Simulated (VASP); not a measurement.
# K (P4/mmm) in VASP: notebook, part 2 of 2

VASP 6.6.1. The steps go on from the part before.

### 3 Single point, LDA

This run uses another cell than the first one, of the same volume but with other edges.

The input, INCAR:

```
PREC = Accurate
ENCUT = 520
EDIFF = 1E-7
ISMEAR = 0
SIGMA = 0.15
LREAL = False
LASPH = True
NELM = 60
ALGO = Fast
ISIF = 2
LWAVE = False
LCHARG = True
LELF = True
LVHAR = True
NBANDS = 10
```

The input, KPOINTS:

```
Automatic mesh
0
Gamma
  6 6 12
```

The input, POSCAR:

```
K
1.0
   10.2176995390      0.0000000000      0.0000000000
    0.0000000000     10.2176995390      0.0000000000
    0.0000000000      0.0000000000      4.2084928948
K
1
Direct
    0.0000000000      0.0000000000      0.0000000000
```

Potentials or basis: VASP PAW LDA potentials, release 64 (K_sv).

On the command line:

```
> cat potpaw_LDA.64/K_sv/POTCAR > POTCAR
> mpirun -np 1 vasp_std > vasp.out
```

OUTCAR:

```text
PREC = Accurate
   ENCUT = 520
   EDIFF = 1E-7
   ISMEAR = 0
   LREAL = False
   LASPH = True
   NELM = 60
   ISIF = 2

 ion  position               nearest neighbor table
   1  0.000  0.000  0.000-

  LATTYP: Found a simple tetragonal cell.
 ALAT       =    10.2176995390
 C/A-ratio  =     0.4118826237

  Lattice vectors:

 A1 = (  10.2176995390,   0.0000000000,   0.0000000000)
 A2 = (   0.0000000000,  10.2176995390,   0.0000000000)
 A3 = (   0.0000000000,   0.0000000000,   4.2084928948)

Analysis of symmetry for initial positions (statically):
=====================================================================
 Subroutine PRICEL returns:
 Original cell was already a primitive cell.

 Routine SETGRP: Setting up the symmetry group for a
 simple tetragonal supercell.

 Subroutine GETGRP returns: Found 16 space group operations
 (whereof 16 operations were pure point group operations)
 out of a pool of 16 trial point group operations.

The static configuration has the point symmetry D_4h.

Analysis of symmetry for dynamics (positions and initial velocities):
=====================================================================
 Subroutine PRICEL returns:
 Original cell was already a primitive cell.

 Routine SETGRP: Setting up the symmetry group for a
 simple tetragonal supercell.

 Subroutine GETGRP returns: Found 16 space group operations
 (whereof 16 operations were pure point group operations)
 out of a pool of 16 trial point group operations.

The dynamic configuration has the point symmetry D_4h.

 Subroutine INISYM returns: Found 16 space group operations
 (whereof 16 operations are pure point group operations),
 and found     1 'primitive' translations

----------------------------------------------------------------------------------------

                                     Primitive cell

  volume of cell :     439.3725

  direct lattice vectors                    reciprocal lattice vectors
    10.217699539  0.000000000  0.000000000     0.097869388  0.000000000  0.000000000
     0.000000000 10.217699539  0.000000000     0.000000000  0.097869388  0.000000000
     0.000000000  0.000000000  4.208492895     0.000000000  0.000000000  0.237614753

  length of vectors
    10.217699539 10.217699539  4.208492895     0.097869388  0.097869388  0.237614753

  position of ions in fractional coordinates (direct lattice)
     0.000000000  0.000000000  0.000000000

  ion indices of the primitive-cell ions
   primitive index   ion index
                 1           1

----------------------------------------------------------------------------------------

 KPOINTS: Automatic mesh

Automatic generation of k-mesh.
 Grid dimensions read from file:
 generate k-points for:    6    6   12

 Generating k-lattice:

  Cartesian coordinates                     Fractional coordinates (reciprocal lattice)
     0.016311565  0.000000000  0.000000000     0.166666667  0.000000000  0.000000000
     0.000000000  0.016311565  0.000000000     0.000000000  0.166666667  0.000000000
     0.000000000  0.000000000  0.019801229     0.000000000  0.000000000  0.083333333

  Length of vectors
     0.016311565  0.016311565  0.019801229

  Shift w.r.t. Gamma in fractional coordinates (k-lattice)
     0.000000000  0.000000000  0.000000000

 Subroutine IBZKPT returns following result:
 ===========================================

 Found     70 irreducible k-points:

 Following reciprocal coordinates:
            Coordinates               Weight
  0.000000  0.000000  0.000000      1.000000
  0.166667  0.000000  0.000000      4.000000
  0.333333  0.000000  0.000000      4.000000
  0.500000  0.000000  0.000000      2.000000
  0.166667  0.166667  0.000000      4.000000
  0.333333  0.166667  0.000000      8.000000
[... 16 lines left out ...]
  0.333333  0.000000  0.166667      8.000000
  0.500000  0.000000  0.166667      4.000000
 [... further k-points ...]
   k-points           NKPTS =     70   k-points in BZ     NKDIM =     70   number of bands    NBANDS=     10
   number of dos      NEDOS =    301   number of ions     NIONS =      1
   total plane-waves  NPLWV = 204800
   dimension x,y,z NGX =    80 NGY =   80 NGZ =   32
   dimension x,y,z NGXF=   160 NGYF=  160 NGZF=   64
   ions per type =               1
   NGX,Y,Z   is equivalent  to a cutoff of  13.02, 13.02, 12.64 a.u.
   NGXF,Y,Z  is equivalent  to a cutoff of  26.03, 26.03, 25.28 a.u.
 SYSTEM =  unknown system
   PREC   = accura    normal or accurate (medium, high low for compatibility)
   ISTART =      0    job   : 0-new  1-cont  2-samecut
   ICHARG =      2    charge: 1-file 2-atom 10-const
   ISPIN  =      1    spin polarized calculation?
   LNONCOLLINEAR =      F non collinear calculations
   LSORBIT =      F    spin-orbit coupling
   LASPH  =      T    aspherical Exc in radial PAW
   ENCUT  =  520.0 eV  38.22 Ry    6.18 a.u.  19.00 19.00  7.83*2*pi/ulx,y,z
   NELM   =     60;   NELMIN=  2; NELMDL= -5     # of ELM steps
   EDIFF  = 0.1E-06   stopping-criterion for ELM
   LREAL  =      F    real-space projection
   EDIFFG = 0.1E-05   stopping-criterion for IOM
   NSW    =      0    number of steps for IOM
   IBRION =     -1    ionic relax: 0-MD 1-quasi-New 2-CG
   NFREE  =      0    steps in history (QN), initial steepest desc. (CG)
   ISIF   =      2    stress and relaxation
   ISYM   =      2    0-nonsym 1-usesym 2-fastsym
   POTIM  = 0.5000    time-step for ionic-motion
   TEBEG  =    0.0;   TEEND  =   0.0 temperature during run
   PSTRESS=    0.0 pullay stress
   NELECT =       9.0000    total number of electrons
   NUPDOWN=      -1.0000    fix difference up-down
   EMIN   =  10.00;   EMAX   =-10.00  energy-range for DOS
   EFERMI =   0.00;   METHOD = LEGACY
   ISMEAR =     0;   SIGMA  =   0.15  broadening in eV -4-tet -1-fermi 0-gaus
   EFERMI_NEDOS =   21; number of points for ismear=-14 and -15
   IALGO  =     68    algorithm
   IMIX   =      4    mixing-type and parameters
     AMIX     =   0.40;   BMIX     =  1.00
     AMIX_MAG =   1.60;   BMIX_MAG =  1.00
  volume/ion in A,a.u.               =     439.37      2965.03
  Fermi-wavevector in a.u.,A,eV,Ry     =   0.447931  0.846467  2.729906  0.200642
  Thomas-Fermi vector in A             =   1.427117
   LORBIT       =      0    0 simple, 1 ext, 2 COOP (PROOUT), +10 PAW based schemes
   GGA     = CA    functional components
   LHFCALC =     F    Hartree Fock is set to
   AEXX    =    0.0000 exact exchange contribution
   IVDW    =     0    specifies the selected vdW correction
   LEPSILON=     F    determine dielectric tensor
   LRPA    =     F    only Hartree local field effects (RPA)
 non-spin polarized calculation
 RMM-DIIS sequential band-by-band and
 Gauss-broadening in eV      SIGMA  =   0.15
  energy-cutoff  :      520.00
  volume of cell :      439.37
 maximum number of plane-waves:     11864
 NGX is ok and might be reduce to    80

 number of electron       9.0000001 magnetization

 Free energy of the ion-electron system (eV)
  ---------------------------------------------------
  ext. energy  EPLUGINS =         0.00000000
  ---------------------------------------------------
  free energy    TOTEN  =        -0.60440149 eV

  energy without entropy =       -0.59037481  energy(sigma->0) =       -0.59738815

 E-fermi :  -2.1214     XC(G=0):  -2.1148

 val. band max:       -2.1216691425   @ k =   0.3333   0.1667   0.2500
 cond. band min:      -2.1207075342   @ k =   0.5000   0.0000   0.2500
 fundamental gap:      0.0009616083
 Fermi energy:        -2.1214094810

 k-point     1 :       0.0000    0.0000    0.0000
  band No.  band energies     occupation
      1     -34.3745      2.00000
      2     -18.0943      2.00000
      3     -18.0943      2.00000
      4     -18.0067      2.00000
      5      -2.7835      2.00000
      6      -0.7091      0.00000
      7      -0.7091      0.00000
      8      -0.2280      0.00000
      9       0.0159      0.00000
     10       0.5822      0.00000
[... 287 lines left out ...]
 k-point    24 :       0.5000    0.0000    0.1667
  band No.  band energies     occupation
      1     -34.3730      2.00000
      2     -18.0915      2.00000
      3     -18.0915      2.00000
      4     -18.0337      2.00000
      5      -2.4674      1.99889
      6      -0.8762      0.00000
      7      -0.4995      0.00000
      8       0.2141      0.00000
      9       0.5579      0.00000
     10       0.9001      0.00000

 [... further k-points ...]

------------------------ aborting loop because EDIFF is reached ----------------------------------------

  FORCE on cell =-STRESS in cart. coord.  units (eV):
  Direction    XX          YY          ZZ          XY          YZ          ZX
  --------------------------------------------------------------------------------------
  -------------------------------------------------------------------------------------
  Total       -0.0164845     -0.0164845     -0.2282777      0.0000000     -0.0000000      0.0000000
  in kB       -0.0601111     -0.0601111     -0.8324176      0.0000000     -0.0000000      0.0000000
  external PRESSURE =      -0.3175466 kB  Pullay stress =       0.0000000 kB

 VOLUME and BASIS-vectors are now :
 -----------------------------------------------------------------------------
  energy-cutoff  :      520.00
  volume of cell :      439.37
      direct lattice vectors                 reciprocal lattice vectors
    10.217699539  0.000000000  0.000000000     0.097869388  0.000000000  0.000000000
     0.000000000 10.217699539  0.000000000     0.000000000  0.097869388  0.000000000
     0.000000000  0.000000000  4.208492895     0.000000000  0.000000000  0.237614753

 POSITION                                       TOTAL-FORCE (eV/Angst)
 -----------------------------------------------------------------------------------
      0.00000      0.00000      0.00000         0.000000      0.000000      0.000000
 -----------------------------------------------------------------------------------
    total drift:                                0.000000      0.000000      0.000000

  FREE ENERGIE OF THE ION-ELECTRON SYSTEM (eV)
  ---------------------------------------------------
  free  energy   TOTEN  =        -0.6044014867 eV

  energy  without entropy=       -0.5903748057  energy(sigma->0) =       -0.59738815
```

OSZICAR:

```text
N       E                     dE             d eps       ncg     rms          rms(c)
DAV:   1     0.530704653762E+02    0.53070E+02   -0.24671E+03  1640   0.514E+02
DAV:   2     0.371253545980E+01   -0.49358E+02   -0.48192E+02  1536   0.141E+02
DAV:   3    -0.251072587104E+00   -0.39636E+01   -0.39506E+01  1912   0.385E+01
DAV:   4    -0.605682341106E+00   -0.35461E+00   -0.35183E+00  2462   0.849E+00
DAV:   5    -0.607682210779E+00   -0.19999E-02   -0.19982E-02  2028   0.675E-01    0.821E-01
RMM:   6    -0.606786681513E+00    0.89553E-03   -0.10435E-03  1771   0.226E-01    0.525E-01
RMM:   7    -0.603702316588E+00    0.30844E-02   -0.36848E-03  2068   0.398E-01    0.843E-02
RMM:   8    -0.603579599914E+00    0.12272E-03   -0.86373E-04  2131   0.169E-01    0.352E-02
RMM:   9    -0.603511341442E+00    0.68258E-04   -0.51321E-04  2161   0.958E-02    0.333E-02
RMM:  10    -0.603685341893E+00   -0.17400E-03   -0.16484E-04  2237   0.395E-02    0.156E-02
RMM:  11    -0.604163001748E+00   -0.47766E-03   -0.24116E-04  2154   0.442E-02    0.881E-03
RMM:  12    -0.604252823291E+00   -0.89822E-04   -0.12798E-04  2212   0.312E-02    0.485E-03
RMM:  13    -0.604366663215E+00   -0.11384E-03   -0.54861E-05  2255   0.149E-02    0.458E-03
RMM:  14    -0.604387947443E+00   -0.21284E-04   -0.14385E-05  2168   0.958E-03    0.256E-03
RMM:  15    -0.604399845443E+00   -0.11898E-04   -0.71950E-06  2093   0.653E-03    0.211E-03
RMM:  16    -0.604401246654E+00   -0.14012E-05   -0.35721E-06  1895   0.400E-03    0.500E-04
RMM:  17    -0.604401419553E+00   -0.17290E-06   -0.83581E-07  1922   0.262E-03    0.434E-04
RMM:  18    -0.604401486699E+00   -0.67146E-07   -0.29722E-07  1824   0.167E-03
   1 F= -.60440149E+00 E0= -.59738815E+00  d E =-.140267E-01
```

Wall time 8 min (1 thread of Intel Xeon Platinum 8259CL at 2.50GHz (Skylake/Cascade Lake), shared host); peak memory 0.54 GiB.

Results:

```yaml
Free_energy: -0.6044 eV
Pressure: 0.0 GPa
Band_gap_on_the_k_mesh: zero (an odd number of electrons rules out a gap without spin polarisation)
```

Levels at points of the mesh, in eV from the Fermi level:
```tsv
k point	band 2	band 3	band 4	band 5	band 6	band 7
(0.00, 0.00, 0.00)	-15.97	-15.97	-15.89	-0.66	1.41	1.41
(0.50, 0.00, 0.00)	-15.97	-15.97	-15.89	-0.63	1.05	1.46
(0.50, 0.50, 0.00)	-15.97	-15.97	-15.89	-0.61	1.12	1.12
(0.00, 0.00, 0.50)	-15.99	-15.96	-15.96	1.53	1.72	2.40
(0.50, 0.00, 0.50)	-15.99	-15.96	-15.96	1.55	1.77	2.32
(0.50, 0.50, 0.50)	-15.99	-15.96	-15.96	1.58	1.82	2.33
```
